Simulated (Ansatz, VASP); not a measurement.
One calculation of HfO2, two programs

```xyz
6
Lattice="4.6816 0.0000 0.0000 0.0000 4.6816 0.0000 0.0000 0.0000 3.1176" Properties=species:S:1:pos:R:3 pbc="T T T"
Hf    0.0000    0.0000    0.0000
Hf    2.3408    2.3408    1.5588
O     0.9127    3.7689    1.5588
O     1.4281    1.4281    0.0000
O     3.2535    3.2535    0.0000
O     3.7689    0.9127    1.5588
```

Alike in both runs: task single point; functional PBEsol; k mesh 4 × 4 × 6; no spin polarisation.

|  | VASP | Ansatz |
| --- | --- | --- |
| version | VASP 6.6.1 | Ansatz 0.2.0 |
| potentials or method | VASP PAW PBE potentials, release 64 (Hf_pv, O), cutoff 520 eV | plane waves, PAW |
| occupations | gaussian, width 0.01 eV | fixed |
| valence electrons in the cell | 44 | 76 |

|  | VASP | Ansatz | Ansatz less VASP |
| --- | --- | --- | --- |
| pressure (GPa) | 22.3 | 25.4 | +3.02 |
| traceless stress, the component that is largest in VASP (GPa) | 3.77 | 4.19 | +0.418 |

VASP's potentials were made for PBE, not for PBEsol. VASP's potentials hold 44 valence electrons a cell and Ansatz's 76, so a difference there can come from the potentials and not from the codes.

Neither program's run includes spin-orbit coupling.
